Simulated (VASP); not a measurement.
# Zn2Cd3S5 (P1) in VASP: single point with PBE

Aim: the single point of Zn2Cd3S5 with PBE.

All numbers are computed with VASP 6.6.1; they aren't measurements. Logs are shortened: lines on timing, memory, paths and dates and some standing lists are left out, and cuts for length are marked.

### Step 1. The cell of the first run

The typed cell holds 10 atoms: a = 4.040 Å, b = 4.040 Å, c = 14.700 Å, α = 97.67°, β = 97.74°, γ = 89.99°.

### Step 2. Single point, PBE

Input file INCAR:

```
  PREC = Accurate
  ENCUT = 520
  EDIFF = 1E-7
  ISMEAR = 0
  SIGMA = 0.1
  LREAL = False
  LASPH = True
  NELM = 100
  ALGO = Normal
  ISIF = 2
  LWAVE = False
  LCHARG = False
  GGA = PE
  NBANDS = 56
```

Input file KPOINTS:

```
regular mesh
0
Gamma
  4 4 4
```

Input file POSCAR:

```
Zn2Cd3S5
1.0
    0.0003310376     -4.0400398216      0.0054022828
    4.0396469878     -0.0002662334      0.0080380514
   -1.9917178454      1.9994630907     14.4270398040
Zn Cd S
2 3 5
Direct
    0.6515181016      0.1510498890      0.3038774858
    0.8470687419      0.3502774943      0.6961219372
    0.4471699388      0.9445283170      0.8922472668
    0.0541428236      0.5558746894      0.1077499178
    0.2516199261      0.7460084490      0.5000311737
    0.8042530770      0.8058645464      0.6080519839
    0.3910489836      0.3919322232      0.7843489496
    1.0003779013      1.0024068565      0.9999422996
    0.6074419237      0.6080472332      0.2156463986
    0.1953585826      0.1940103021      0.3919825870
```

Potentials or basis: VASP PAW PBE potentials, release 64 (Zn, Cd, S).

Run with:

```bash
$ cat potpaw_PBE.64/Zn/POTCAR potpaw_PBE.64/Cd/POTCAR potpaw_PBE.64/S/POTCAR > POTCAR
$ mpirun -np 1 vasp_std > vasp.out
```

OUTCAR:

```text
PREC = Accurate
   ENCUT = 520
   EDIFF = 1E-7
   ISMEAR = 0
   LREAL = False
   LASPH = True
   NELM = 100
   ISIF = 2
   GGA = PE

 ion  position               nearest neighbor table
   1  0.652  0.151  0.304-  10 2.38   9 2.39   9 2.39  10 2.39
   2  0.847  0.350  0.696-   6 2.38   7 2.39   7 2.39   6 2.39
   3  0.447  0.945  0.892-   8 2.55   7 2.55   8 2.55   7 2.55
   4  0.054  0.556  0.108-   8 2.55   9 2.55   9 2.55   8 2.55
   5  0.252  0.746  0.500-  10 2.55   6 2.55   6 2.55  10 2.55
   6  0.804  0.806  0.608-   2 2.38   2 2.39   5 2.55   5 2.55
   7  0.391  0.392  0.784-   2 2.39   2 2.39   3 2.55   3 2.55
   8  0.000  0.002  1.000-   4 2.55   3 2.55   3 2.55   4 2.55
   9  0.607  0.608  0.216-   1 2.39   1 2.39   4 2.55   4 2.55
  10  0.195  0.194  0.392-   1 2.38   1 2.39   5 2.55   5 2.55

  LATTYP: Found a triclinic cell.
 ALAT       =    17.7029544970
 B/A-ratio  =     0.2282129487
 C/A-ratio  =     0.2281910059
 COS(alpha) =     0.0001505046
 COS(beta)  =     0.1109619884
 COS(gamma) =     0.5682904388

  Lattice vectors:

 A1 = (  -1.9923799206,  10.0795427339,  14.4162352384)
 A2 = (  -0.0003310376,   4.0400398216,  -0.0054022828)
 A3 = (  -4.0396469878,   0.0002662334,  -0.0080380514)

Analysis of symmetry for initial positions (statically):
=====================================================================
 Subroutine PRICEL returns:
 Original cell was already a primitive cell.

 Routine SETGRP: Setting up the symmetry group for a
 triclinic supercell.

 Subroutine GETGRP returns: Found  1 space group operations
 (whereof  1 operations were pure point group operations)
 out of a pool of  2 trial point group operations.

The static configuration has the point symmetry C_1 .

Analysis of symmetry for dynamics (positions and initial velocities):
=====================================================================
 Subroutine PRICEL returns:
 Original cell was already a primitive cell.

 Routine SETGRP: Setting up the symmetry group for a
 triclinic supercell.

 Subroutine GETGRP returns: Found  1 space group operations
 (whereof  1 operations were pure point group operations)
 out of a pool of  2 trial point group operations.

The dynamic configuration has the point symmetry C_1 .

 Subroutine INISYM returns: Found  1 space group operations
 (whereof  1 operations are pure point group operations),
 and found     1 'primitive' translations

----------------------------------------------------------------------------------------

                                     Primitive cell

  volume of cell :     235.5624

  direct lattice vectors                    reciprocal lattice vectors
     0.000331038 -4.040039822  0.005402283    -0.000084533 -0.247476472  0.034286431
     4.039646988 -0.000266233  0.008038051     0.247478423  0.000065952  0.034156371
    -1.991717845  1.999463091 14.427039804    -0.000137851  0.000092632  0.069282420

  length of vectors
     4.040043447  4.039654994 14.700485371     0.249840291  0.249824402  0.069282619

  position of ions in fractional coordinates (direct lattice)
     0.651518102  0.151049889  0.303877486
     0.847068742  0.350277494  0.696121937
     0.447169939  0.944528317  0.892247267
     0.054142824  0.555874689  0.107749918
     0.251619926  0.746008449  0.500031174
     0.804253077  0.805864546  0.608051984
     0.391048984  0.391932223  0.784348950
     0.000377901  0.002406857  0.999942300
     0.607441924  0.608047233  0.215646399
     0.195358583  0.194010302  0.391982587

  ion indices of the primitive-cell ions
   primitive index   ion index
                 1           1
                 2           2
                 3           3
                 4           4
                 5           5
                 6           6
                 7           7
                 8           8
                 9           9
                10          10

----------------------------------------------------------------------------------------

 KPOINTS: regular mesh

Automatic generation of k-mesh.
 Grid dimensions read from file:
 generate k-points for:    4    4    4

 Generating k-lattice:

  Cartesian coordinates                     Fractional coordinates (reciprocal lattice)
    -0.000021133 -0.061869118  0.008571608     0.250000000  0.000000000  0.000000000
     0.061869606  0.000016488  0.008539093     0.000000000  0.250000000 -0.000000000
    -0.000034463  0.000023158  0.017320605    -0.000000000 -0.000000000  0.250000000

  Length of vectors
     0.062460073  0.062456101  0.017320655

  Shift w.r.t. Gamma in fractional coordinates (k-lattice)
     0.000000000  0.000000000  0.000000000

 Subroutine IBZKPT returns following result:
 ===========================================

 Found     36 irreducible k-points:

 Following reciprocal coordinates:
            Coordinates               Weight
  0.000000  0.000000  0.000000      1.000000
  0.250000  0.000000 -0.000000      2.000000
  0.500000  0.000000 -0.000000      1.000000
  0.000000  0.250000 -0.000000      2.000000
  0.250000  0.250000 -0.000000      2.000000
  0.500000  0.250000 -0.000000      2.000000
[... 16 lines left out ...]
  0.000000 -0.250000  0.250000      2.000000
  0.250000 -0.250000  0.250000      2.000000
 [... further k-points ...]
   k-points           NKPTS =     36   k-points in BZ     NKDIM =     36   number of bands    NBANDS=     56
   number of dos      NEDOS =    301   number of ions     NIONS =     10
   total plane-waves  NPLWV = 100800
   dimension x,y,z NGX =    30 NGY =   30 NGZ =  112
   dimension x,y,z NGXF=    60 NGYF=   60 NGZF=  224
   ions per type =               2   3   5
   NGX,Y,Z   is equivalent  to a cutoff of  12.34, 12.35, 12.67 a.u.
   NGXF,Y,Z  is equivalent  to a cutoff of  24.69, 24.69, 25.33 a.u.
 SYSTEM =  unknown system
   PREC   = accura    normal or accurate (medium, high low for compatibility)
   ISTART =      0    job   : 0-new  1-cont  2-samecut
   ICHARG =      2    charge: 1-file 2-atom 10-const
   ISPIN  =      1    spin polarized calculation?
   LNONCOLLINEAR =      F non collinear calculations
   LSORBIT =      F    spin-orbit coupling
   LASPH  =      T    aspherical Exc in radial PAW
   ENCUT  =  520.0 eV  38.22 Ry    6.18 a.u.   7.51  7.51 27.33*2*pi/ulx,y,z
   NELM   =    100;   NELMIN=  2; NELMDL= -5     # of ELM steps
   EDIFF  = 0.1E-06   stopping-criterion for ELM
   LREAL  =      F    real-space projection
   EDIFFG = 0.1E-05   stopping-criterion for IOM
   NSW    =      0    number of steps for IOM
   IBRION =     -1    ionic relax: 0-MD 1-quasi-New 2-CG
   NFREE  =      0    steps in history (QN), initial steepest desc. (CG)
   ISIF   =      2    stress and relaxation
   ISYM   =      2    0-nonsym 1-usesym 2-fastsym
   POTIM  = 0.5000    time-step for ionic-motion
   TEBEG  =    0.0;   TEEND  =   0.0 temperature during run
   PSTRESS=    0.0 pullay stress
   NELECT =      90.0000    total number of electrons
   NUPDOWN=      -1.0000    fix difference up-down
   EMIN   =  10.00;   EMAX   =-10.00  energy-range for DOS
   EFERMI =   0.00;   METHOD = LEGACY
   ISMEAR =     0;   SIGMA  =   0.10  broadening in eV -4-tet -1-fermi 0-gaus
   EFERMI_NEDOS =   21; number of points for ismear=-14 and -15
   IALGO  =     38    algorithm
   IMIX   =      4    mixing-type and parameters
     AMIX     =   0.40;   BMIX     =  1.00
     AMIX_MAG =   1.60;   BMIX_MAG =  1.00
  volume/ion in A,a.u.               =      23.56       158.97
  Fermi-wavevector in a.u.,A,eV,Ry     =   1.187919  2.244842 19.199897  1.411153
  Thomas-Fermi vector in A             =   2.324060
   LORBIT       =      0    0 simple, 1 ext, 2 COOP (PROOUT), +10 PAW based schemes
   GGA     = PE    functional components
   LHFCALC =     F    Hartree Fock is set to
   AEXX    =    0.0000 exact exchange contribution
   IVDW    =     0    specifies the selected vdW correction
   LEPSILON=     F    determine dielectric tensor
   LRPA    =     F    only Hartree local field effects (RPA)
 non-spin polarized calculation
 Gauss-broadening in eV      SIGMA  =   0.10
  energy-cutoff  :      520.00
  volume of cell :      235.56
 maximum number of plane-waves:      6395
   NGX = 15   NGY = 15   NGZ = 55

 number of electron      90.0000017 magnetization

 Free energy of the ion-electron system (eV)
  ---------------------------------------------------
  ext. energy  EPLUGINS =         0.00000000
  ---------------------------------------------------
  free energy    TOTEN  =       -31.92167535 eV

  energy without entropy =      -31.92167535  energy(sigma->0) =      -31.92167535

 E-fermi :   1.7807     XC(G=0):  -9.1683

 val. band max:        1.3367755340   @ k =   0.0000   0.0000   0.0000
 cond. band min:       2.6192456711   @ k =   0.0000   0.0000   0.0000
 fundamental gap:      1.2824701371
 Fermi energy:         1.7807255419

 k-point     1 :       0.0000    0.0000    0.0000
  band No.  band energies     occupation
      1     -11.1564      2.00000
      2     -11.0077      2.00000
      3     -10.7230      2.00000
      4     -10.4238      2.00000
      5     -10.3893      2.00000
      6      -6.2934      2.00000
[... 48 lines left out ...]
     55       7.8242      0.00000
     56       7.8494      0.00000

 k-point     2 :       0.2500    0.0000   -0.0000
  band No.  band energies     occupation
      1     -10.9521      2.00000
      2     -10.8503      2.00000
      3     -10.6169      2.00000
      4     -10.4317      2.00000
      5     -10.3872      2.00000
      6      -6.2449      2.00000
[... 48 lines left out ...]
     55       7.7943      0.00000
     56       8.0863      0.00000
[... 1237 lines left out ...]
     55       7.7819      0.00000
     56       8.1022      0.00000

 k-point    24 :       0.2500   -0.2500    0.2500
  band No.  band energies     occupation
      1     -10.7731      2.00000
      2     -10.7108      2.00000
      3     -10.5179      2.00000
      4     -10.4171      2.00000
      5     -10.3616      2.00000
      6      -6.1983      2.00000
[... 48 lines left out ...]
     55       7.5344      0.00000
     56       8.0343      0.00000

 [... further k-points ...]
[... 5 lines left out ...]
  --------------------------------------------------------------------------------------
  -------------------------------------------------------------------------------------
  Total        0.3864559      0.3791245      0.3367592      0.0023936      0.1391083     -0.1840391
  in kB        2.6284790      2.5786147      2.2904669      0.0162799      0.9461451     -1.2517414
  external PRESSURE =       2.4991869 kB  Pullay stress =       0.0000000 kB

 VOLUME and BASIS-vectors are now :
 -----------------------------------------------------------------------------
  energy-cutoff  :      520.00
  volume of cell :      235.56
      direct lattice vectors                 reciprocal lattice vectors
     0.000331038 -4.040039822  0.005402283    -0.000084533 -0.247476472  0.034286431
     4.039646988 -0.000266233  0.008038051     0.247478423  0.000065952  0.034156371
    -1.991717845  1.999463091 14.427039804    -0.000137851  0.000092632  0.069282420

 POSITION                                       TOTAL-FORCE (eV/Angst)
 -----------------------------------------------------------------------------------
      0.00517     -2.02461      4.38879         0.000365     -0.005493     -0.005539
      0.02880     -2.03041     10.05037        -0.019248     -0.008881      0.009546
      2.03860     -0.02282     12.88249        -0.002093     -0.004838      0.016214
      2.03095     -0.00345      1.55927        -0.013074     -0.004665     -0.020481
      2.01777     -0.01696      7.22133         0.011741      0.007667     -0.000221
      2.04461     -2.03365      8.78321         0.005356     -0.002539      0.019527
      0.02120     -0.01168     11.32110         0.010072      0.001364     -0.041193
     -1.98188      1.99782     14.42623         0.003482      0.010951      0.005579
      2.02699     -2.02307      3.11931        -0.000098      0.001130      0.039681
      0.00308     -0.00555      5.65776         0.003496      0.005305     -0.023113
 -----------------------------------------------------------------------------------
    total drift:                               -0.000503     -0.000089      0.000226

  FREE ENERGIE OF THE ION-ELECTRON SYSTEM (eV)
  ---------------------------------------------------
  free  energy   TOTEN  =       -31.9216753463 eV

  energy  without entropy=      -31.9216753463  energy(sigma->0) =      -31.92167535
```

Run time: 8.2 min. Hardware: 1 thread of Intel Xeon Platinum 8259CL at 2.50GHz (Skylake/Cascade Lake), shared host; peak memory 0.54 GiB.

What came out:

```
Free energy            : -31.9217 eV
Pressure               : 0.2 GPa
Largest force          : 0.042 eV/Å
Band gap on the k mesh : 1.28 eV
```

Forces in eV/Å, atoms in the order of the input:
```
Zn   0.000 -0.005 -0.006
Zn  -0.019 -0.009  0.010
Cd  -0.002 -0.005  0.016
Cd  -0.013 -0.005 -0.020
Cd   0.012  0.008  0.000
S    0.005 -0.003  0.020
S    0.010  0.001 -0.041
S    0.003  0.011  0.006
S    0.000  0.001  0.040
S    0.003  0.005 -0.023
```

A k mesh can miss the band edges.
